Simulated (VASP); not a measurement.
# ZnS (P6_3mc) in VASP: electric field gradients with PBE

Aim: the electric field gradients of ZnS with PBE.

All numbers are computed with VASP 6.6.1; they aren't measurements. Logs are shortened: lines on timing, memory, paths and dates and some standing lists are left out, and cuts for length are marked.

## 1. The cell of the first run

The structure is hexagonal, space group P6_3mc (No. 186). Conventional cell: a = 3.808 Å, b = 3.808 Å, c = 18.679 Å, α = 90.00°, β = 90.00°, γ = 120.00°. Within 3.1 Å of Zn (site symmetry 3m) lie 4 S at 2.33 Å. Within 3.1 Å of Zn (site symmetry 3m) lie 4 S at 2.33 Å. Within 3.1 Å of Zn (site symmetry 3m) lie 4 S at 2.33 to 2.34 Å. S (site symmetry 3m) has 4 Zn at 2.33 Å within 3.1 Å. Within 3.1 Å of S (site symmetry 3m) lie 4 Zn at 2.33 Å. Within 3.1 Å of S (site symmetry 3m) lie 4 Zn at 2.33 to 2.34 Å.

## 2. Electric field gradients, PBE

File INCAR:

```
PREC = Accurate
ENCUT = 520
EDIFF = 1E-8
ISMEAR = -1
SIGMA = 0.02
LREAL = False
LASPH = True
NELM = 60
ALGO = Normal
ISIF = 2
LWAVE = False
LCHARG = False
GGA = PE
LEFG = True
NBANDS = 66
```

File KPOINTS:

```
Automatic mesh
0
Gamma
  8 8 2
```

File POSCAR:

```
ZnS
1.0
    3.8079618786      0.0000000000      0.0000000000
   -1.9039809393      3.2977917235      0.0000000000
    0.0000000000      0.0000000000     18.6787437300
Zn S
6 6
Direct
    0.3333333333      0.6666666667      0.8332648200
    0.6666666667      0.3333333333      0.3332648200
    0.6666666667      0.3333333333      0.6668637300
    0.3333333333      0.6666666667      0.1668637300
    0.0000000000      0.0000000000      0.4999412100
    0.0000000000      0.0000000000      0.9999412100
    0.3333333333      0.6666666667      0.9581155900
    0.6666666667      0.3333333333      0.4581155900
    0.6666666667      0.3333333333      0.7917082100
    0.3333333333      0.6666666667      0.2917082100
    0.0000000000      0.0000000000      0.6251074300
    0.0000000000      0.0000000000      0.1251074300
```

Potentials or basis: VASP PAW PBE potentials, release 64 (Zn, S).

The run is started by

```bash
> cat potpaw_PBE.64/Zn/POTCAR potpaw_PBE.64/S/POTCAR > POTCAR
> mpirun -np 1 vasp_std > vasp.out
```

OUTCAR:

```text
PREC = Accurate
   ENCUT = 520
   EDIFF = 1E-8
   ISMEAR = -1
   LREAL = False
   LASPH = True
   NELM = 60
   ISIF = 2
   GGA = PE

 ion  position               nearest neighbor table
   1  0.333  0.667  0.833-   9 2.33   9 2.33   9 2.33   7 2.33
   2  0.667  0.333  0.333-  10 2.33  10 2.33  10 2.33   8 2.33
   3  0.667  0.333  0.667-   9 2.33  11 2.33  11 2.33  11 2.33
   4  0.333  0.667  0.167-  10 2.33  12 2.33  12 2.33  12 2.33
   5  0.000  0.000  0.500-   8 2.33   8 2.33   8 2.33  11 2.34
   6  0.000  0.000  1.000-   7 2.33   7 2.33   7 2.33  12 2.34
   7  0.333  0.667  0.958-   1 2.33   6 2.33   6 2.33   6 2.33
   8  0.667  0.333  0.458-   2 2.33   5 2.33   5 2.33   5 2.33
   9  0.667  0.333  0.792-   1 2.33   1 2.33   1 2.33   3 2.33
  10  0.333  0.667  0.292-   2 2.33   2 2.33   2 2.33   4 2.33
  11  0.000  0.000  0.625-   3 2.33   3 2.33   3 2.33   5 2.34
  12  0.000  0.000  0.125-   4 2.33   4 2.33   4 2.33   6 2.34

  LATTYP: Found a hexagonal cell.
 ALAT       =     3.8079618786
 C/A-ratio  =     4.9051813872

  Lattice vectors:

 A1 = (   3.8079618786,   0.0000000000,   0.0000000000)
 A2 = (  -1.9039809393,   3.2977917235,   0.0000000000)
 A3 = (   0.0000000000,   0.0000000000,  18.6787437300)

Analysis of symmetry for initial positions (statically):
=====================================================================
 Subroutine PRICEL returns:
 Original cell was already a primitive cell.

 Routine SETGRP: Setting up the symmetry group for a
 hexagonal supercell.

 Subroutine GETGRP returns: Found 12 space group operations
 (whereof  6 operations were pure point group operations)
 out of a pool of 24 trial point group operations.

The static configuration has the point symmetry C_3v.
 The point group associated with its full space group is C_6v.

Analysis of symmetry for dynamics (positions and initial velocities):
=====================================================================
 Subroutine PRICEL returns:
 Original cell was already a primitive cell.

 Routine SETGRP: Setting up the symmetry group for a
 hexagonal supercell.

 Subroutine GETGRP returns: Found 12 space group operations
 (whereof  6 operations were pure point group operations)
 out of a pool of 24 trial point group operations.

The dynamic configuration has the point symmetry C_3v.
 The point group associated with its full space group is C_6v.

 Subroutine INISYM returns: Found 12 space group operations
 (whereof  6 operations are pure point group operations),
 and found     1 'primitive' translations

----------------------------------------------------------------------------------------

                                     Primitive cell

  volume of cell :     234.5651

  direct lattice vectors                    reciprocal lattice vectors
     3.807961879  0.000000000  0.000000000     0.262607671  0.151616610  0.000000000
    -1.903980939  3.297791724  0.000000000     0.000000000  0.303233219  0.000000000
     0.000000000  0.000000000 18.678743730     0.000000000  0.000000000  0.053536791

  length of vectors
     3.807961879  3.807961879 18.678743730     0.303233219  0.303233219  0.053536791

  position of ions in fractional coordinates (direct lattice)
     0.333333333  0.666666667  0.833264820
     0.666666667  0.333333333  0.333264820
     0.666666667  0.333333333  0.666863730
     0.333333333  0.666666667  0.166863730
     0.000000000  0.000000000  0.499941210
     0.000000000  0.000000000  0.999941210
     0.333333333  0.666666667  0.958115590
     0.666666667  0.333333333  0.458115590
     0.666666667  0.333333333  0.791708210
     0.333333333  0.666666667  0.291708210
     0.000000000  0.000000000  0.625107430
     0.000000000  0.000000000  0.125107430

  ion indices of the primitive-cell ions
   primitive index   ion index
[... 98 lines left out ...]
     AMIX     =   0.40;   BMIX     =  1.00
     AMIX_MAG =   1.60;   BMIX_MAG =  1.00
  volume/ion in A,a.u.               =      19.55       131.91
  Fermi-wavevector in a.u.,A,eV,Ry     =   1.264139  2.388877 21.742764  1.598048
  Thomas-Fermi vector in A             =   2.397460
   LORBIT       =      0    0 simple, 1 ext, 2 COOP (PROOUT), +10 PAW based schemes
   GGA     = PE    functional components
   LHFCALC =     F    Hartree Fock is set to
   AEXX    =    0.0000 exact exchange contribution
   IVDW    =     0    specifies the selected vdW correction
   LEPSILON=     F    determine dielectric tensor
   LRPA    =     F    only Hartree local field effects (RPA)
 non-spin polarized calculation
  energy-cutoff  :      520.00
  volume of cell :      234.57
 maximum number of plane-waves:      6354
   NGX = 15   NGY = 15   NGZ = 69

 number of electron     108.0000004 magnetization

 Free energy of the ion-electron system (eV)
  ---------------------------------------------------
  ext. energy  EPLUGINS =         0.00000000
  ---------------------------------------------------
  free energy    TOTEN  =       -41.04288186 eV

  energy without entropy =      -41.04288186  energy(sigma->0) =      -41.04288186

 E-fermi :   2.6379     XC(G=0):  -9.6711

 val. band max:        2.1984234130   @ k =   0.0000   0.0000   0.0000
 cond. band min:       4.3767268705   @ k =   0.0000   0.0000   0.0000
 fundamental gap:      2.1783034575
 Fermi energy:         2.6378562092

 k-point     1 :       0.0000    0.0000    0.0000
  band No.  band energies     occupation
      1     -11.0148      2.00000
      2     -10.8158      2.00000
      3     -10.8008      2.00000
      4     -10.3472      2.00000
      5     -10.3327      2.00000
      6     -10.0690      2.00000
[... 1369 lines left out ...]
     65       8.8288      0.00000
     66       8.8288      0.00000

------------------------ aborting loop because EDIFF is reached ----------------------------------------

  FORCE on cell =-STRESS in cart. coord.  units (eV):
  Direction    XX          YY          ZZ          XY          YZ          ZX
  --------------------------------------------------------------------------------------
  -------------------------------------------------------------------------------------
  Total        3.6420950      3.6420950      3.6822678      0.0000000      0.0000000      0.0000000
  in kB       24.8770209     24.8770209     25.1514178      0.0000000      0.0000000      0.0000000
  external PRESSURE =      24.9684865 kB  Pullay stress =       0.0000000 kB

 VOLUME and BASIS-vectors are now :
 -----------------------------------------------------------------------------
  energy-cutoff  :      520.00
  volume of cell :      234.57
      direct lattice vectors                 reciprocal lattice vectors
     3.807961879  0.000000000  0.000000000     0.262607671  0.151616610  0.000000000
    -1.903980939  3.297791724  0.000000000     0.000000000  0.303233219  0.000000000
     0.000000000  0.000000000 18.678743730     0.000000000  0.000000000  0.053536791

 POSITION                                       TOTAL-FORCE (eV/Angst)
 -----------------------------------------------------------------------------------
     -0.00000      2.19853     15.56434         0.000000     -0.000000     -0.001000
      1.90398      1.09926      6.22497        -0.000000     -0.000000     -0.001000
      1.90398      1.09926     12.45618        -0.000000     -0.000000     -0.003016
     -0.00000      2.19853      3.11680         0.000000     -0.000000     -0.003016
      0.00000      0.00000      9.33827         0.000000     -0.000000      0.011078
      0.00000      0.00000     18.67765         0.000000      0.000000      0.011078
     -0.00000      2.19853     17.89640         0.000000      0.000000      0.000794
      1.90398      1.09926      8.55702         0.000000      0.000000      0.000794
      1.90398      1.09926     14.78811        -0.000000     -0.000000     -0.006582
     -0.00000      2.19853      5.44874         0.000000     -0.000000     -0.006582
      0.00000      0.00000     11.67622         0.000000      0.000000     -0.001274
      0.00000      0.00000      2.33685         0.000000     -0.000000     -0.001274
 -----------------------------------------------------------------------------------
    total drift:                               -0.000002     -0.000004     -0.000086

  FREE ENERGIE OF THE ION-ELECTRON SYSTEM (eV)
  ---------------------------------------------------
  free  energy   TOTEN  =       -41.0428818608 eV

  energy  without entropy=      -41.0428818608  energy(sigma->0) =      -41.04288186

 Electric field gradients (V/A^2)
---------------------------------------------------------------------
 ion       V_xx      V_yy      V_zz      V_xy      V_xz      V_yz
---------------------------------------------------------------------
   1      -0.209    -0.202     0.411     0.006    -0.000     0.000
   2      -0.209    -0.202     0.411     0.006     0.000    -0.000
   3      -0.253    -0.247     0.500     0.006    -0.000     0.000
   4      -0.253    -0.247     0.500     0.006     0.000    -0.000
   5       0.151     0.152    -0.303     0.001     0.000    -0.000
   6       0.151     0.152    -0.303     0.001    -0.000     0.000
   7      -0.391    -0.391     0.782    -0.000    -0.000     0.000
   8      -0.391    -0.391     0.782    -0.000     0.000    -0.000
   9      -0.050    -0.051     0.101    -0.000     0.000    -0.000
  10      -0.050    -0.051     0.101    -0.000    -0.000     0.000
  11      -1.004    -1.004     2.008     0.000    -0.000     0.000
  12      -1.004    -1.004     2.008     0.000     0.000    -0.000
---------------------------------------------------------------------

 Electric field gradients after diagonalization (V/A^2)
 (convention: |V_zz| > |V_xx| > |V_yy|)
----------------------------------------------------------------------
 ion       V_xx      V_yy      V_zz     asymmetry (V_yy - V_xx)/ V_zz
----------------------------------------------------------------------
   1      -0.212    -0.199     0.411       0.031
   2      -0.212    -0.199     0.411       0.031
   3      -0.256    -0.244     0.500       0.026
   4      -0.256    -0.244     0.500       0.026
   5       0.152     0.151    -0.303       0.005
   6       0.152     0.151    -0.303       0.005
   7      -0.392    -0.391     0.782       0.001
   8      -0.392    -0.391     0.782       0.001
   9      -0.051    -0.050     0.101       0.010
  10      -0.051    -0.050     0.101       0.010
  11      -1.005    -1.003     2.008       0.001
  12      -1.005    -1.003     2.008       0.001
----------------------------------------------------------------------

           NMR quadrupolar parameters

 Cq : quadrupolar parameter    Cq=e*Q*V_zz/h
 eta: asymmetry parameters     (V_yy - V_xx)/ V_zz
 Q  : nuclear electric quadrupole moment in mb (millibarn)
----------------------------------------------------------------------
 ion       Cq(MHz)       eta       Q (mb)
----------------------------------------------------------------------
   1       0.001       0.031       1.000
   2       0.001       0.031       1.000
   3       0.001       0.026       1.000
   4       0.001       0.026       1.000
   5      -0.001       0.005       1.000
   6      -0.001       0.005       1.000
   7       0.002       0.001       1.000
   8       0.002       0.001       1.000
   9       0.000       0.010       1.000
  10       0.000       0.010       1.000
  11       0.005       0.001       1.000
  12       0.005       0.001       1.000
----------------------------------------------------------------------
```

Run time: 10 min. Hardware: 1 thread of AMD EPYC 7R43 (Zen 3), shared host; peak memory 0.39 GiB.

Results:

```
Free energy                             : -41.0429 eV
Pressure                                : 2.5 GPa
Largest force                           : 0.011 eV/Å
Band gap on the k mesh                  : 2.18 eV
Largest electric field gradient by atom : Zn +0.4, +0.5, -0.3 (each value once); S +0.8, +0.1, +2.0 (each value once) V/Å²
```

Forces on the atoms (eV/Å):
```
Zn   0.000  0.000 -0.001
Zn   0.000  0.000 -0.001
Zn   0.000  0.000 -0.003
Zn   0.000  0.000 -0.003
Zn   0.000  0.000  0.011
Zn   0.000  0.000  0.011
S    0.000  0.000  0.001
S    0.000  0.000  0.001
S    0.000  0.000 -0.007
S    0.000  0.000 -0.007
S    0.000  0.000 -0.001
S    0.000  0.000 -0.001
```

Electric field gradients, principal values (V/Å²):
```csv
atom,least,middle,greatest (by size)
1 Zn,-0.199,-0.212,0.411
2 Zn,-0.199,-0.212,0.411
3 Zn,-0.244,-0.256,0.500
4 Zn,-0.244,-0.256,0.500
5 Zn,0.151,0.152,-0.303
6 Zn,0.151,0.152,-0.303
7 S,-0.391,-0.392,0.782
8 S,-0.391,-0.392,0.782
9 S,-0.050,-0.051,0.101
10 S,-0.050,-0.051,0.101
11 S,-1.003,-1.005,2.008
12 S,-1.003,-1.005,2.008
```

Caveat: without QUAD_EFG the Cq values of the log hold for a quadrupole moment of 1 mb, not for the nuclei. A k mesh can miss the band edges.
